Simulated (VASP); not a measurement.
InSb:

```xyz
2
Lattice="0.0000 3.2839 3.2839 3.2839 0.0000 3.2839 3.2839 3.2839 0.0000" Properties=species:S:1:pos:R:3 pbc="T T T"
In    0.0000    0.0000    0.0000
Sb    1.6420    1.6420    1.6420
```

Base run:

* Program: VASP 6.6.1
* Functional: PBEsol
* Potentials or basis: VASP PAW PBE potentials, release 64 (In_d, Sb)
* Cutoff: 520 eV
* k mesh: 12 × 12 × 12
* Occupations: gaussian, width 0.1 eV
* Spin: no spin polarisation

Its results: band gap on the k mesh zero (filled and empty bands touch); pressure -0.9 GPa.

Problem. The run is repeated on the same cell with these changes: functional from PBEsol to PBE; further incar settings from ALGO = Normal; EDIFF = 1e-07; NBANDS = 16 to ALGO = Normal; EDIFF = 1e-06; NBANDS = 16. What comes out?

Solution. Band gap on the k mesh zero (filled and empty bands touch); pressure 1.2 GPa.

Caveats: spin-orbit coupling is left out, which moves the levels of the heavy elements; the PAW data sets were made with another functional, which shifts forces and pressure a little (some runs).
